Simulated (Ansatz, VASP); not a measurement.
## Two plane-wave programs on BeTe

INCAR

```
PREC = Accurate ; ENCUT = 520
EDIFF = 1E-6 ; ISMEAR = 0
SIGMA = 0.05 ; LREAL = F
LASPH = T ; NELM = 80
ALGO = Normal ; ISIF = 2
LWAVE = F ; LCHARG = F
GGA = PE ; NBANDS = 11
```

File KPOINTS:

```
regular mesh
0
Gamma
  10 10 10
```

POSCAR

```
BeTe
1.0
    0.0000000000      2.8697579971      2.8697579971
    2.8697579971      0.0000000000      2.8697579971
    2.8697579971      2.8697579971      0.0000000000
Be Te
1 1
Direct
    0.0000000000      0.0000000000      0.0000000000
    0.7500000000      0.7500000000      0.7500000000
```

Input for Ansatz:

```yaml
crystal:
  lattice:
    - [0.0, 2.8697579971, 2.8697579971]
    - [2.8697579971, 0.0, 2.8697579971]
    - [2.8697579971, 2.8697579971, 0.0]
  atoms:
    - { symbol: Be, position: [0.0, 0.0, 0.0] }
    - { symbol: Te, position: [0.75, 0.75, 0.75] }
basis:
  ecutwfc: 420
  ecutrho_ratio: 4
kpoints:
  mp_grid: { grid: [10, 10, 10] }
hamiltonian:
  xc: pbe
scf:
  occupations: { method: gaussian, width: 0.05 }
output:
  forces: true
  stress: true
  eigenvalues: true
  write_density: true
  write_potential: true
  elf: true
  volumetric_format: npy
```

Alike in both runs: task single point; functional PBE; k mesh 10 × 10 × 10; occupations gaussian, width 0.05 eV; no spin polarisation.

|  | VASP | Ansatz |
| --- | --- | --- |
| version | VASP 6.6.1 | Ansatz 0.2.0 |
| potentials or method | VASP PAW PBE potentials, release 64 (Be, Te), cutoff 520 eV | scalar-relativistic, plane waves, PAW |
| valence electrons in the cell | 8 | 18 |

```tsv
	VASP	Ansatz	Ansatz less VASP
gap on the k mesh at the Fermi level (eV)	2.11	2.12	+0.012
least direct gap on the mesh (eV)	3.42	3.42	+0.003
pressure (GPa)	-2.0	-2.1	-0.11
```

VASP's potentials hold 8 valence electrons a cell and Ansatz's 18, so a difference there can come from the potentials and not from the codes.

Neither program's run includes spin-orbit coupling.
